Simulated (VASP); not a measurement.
Runs of VASP 6.6.1 on Na2S. The structure is cubic, space group Fm-3m (No. 225). Conventional cell: a = 6.511 Å, b = 6.511 Å, c = 6.511 Å, α = 90.00°, β = 90.00°, γ = 90.00°. S (site symmetry m-3m) has 8 Na at 2.82 Å within 3.7 Å. Within 3.7 Å of Na (site symmetry -43m) lie 4 S at 2.82 Å and 6 Na at 3.26 Å. 

```csv
task,level,potentials or basis,k mesh,cutoff (eV),GW scheme,GW iterations,cutoff of the response function,frequency points,empty bands,gap on the mesh (eV),pressure (GPa)
single point,PBE,"VASP PAW PBE potentials, release 64 (S, Na_pv)",4 × 4 × 4,500,-,-,-,-,-,2.53,0.9
single point,LDA,"VASP PAW LDA potentials, release 64 (S, Na_pv)",4 × 4 × 4,500,-,-,-,-,-,(b),(c)
single point,r2SCAN,"VASP PAW PBE potentials, release 64 (S, Na_pv)",4 × 4 × 4,550,-,-,-,-,-,3.11,-0.1
single point,HSE06,"VASP PAW PBE potentials, release 64 (S, Na_pv)",4 × 4 × 4,400,-,-,-,-,-,3.52,0.0
single point,PBE,"VASP PAW PBE potentials, release 64 (S, Na_pv)",6 × 6 × 6,500,-,-,-,-,-,2.53,(a)
```

Alike in all rows: no spin polarisation; cell a = 4.604 Å, angles 60.0°, 3 atoms; smearing gaussian 0.01 eV.

**Question.** Estimate the missing entries.

**Answer.** (a) 0.8; (b) 2.29; (c) -1.6.

Caveats: the PAW data sets were made with another functional, which shifts forces and pressure a little (some runs).

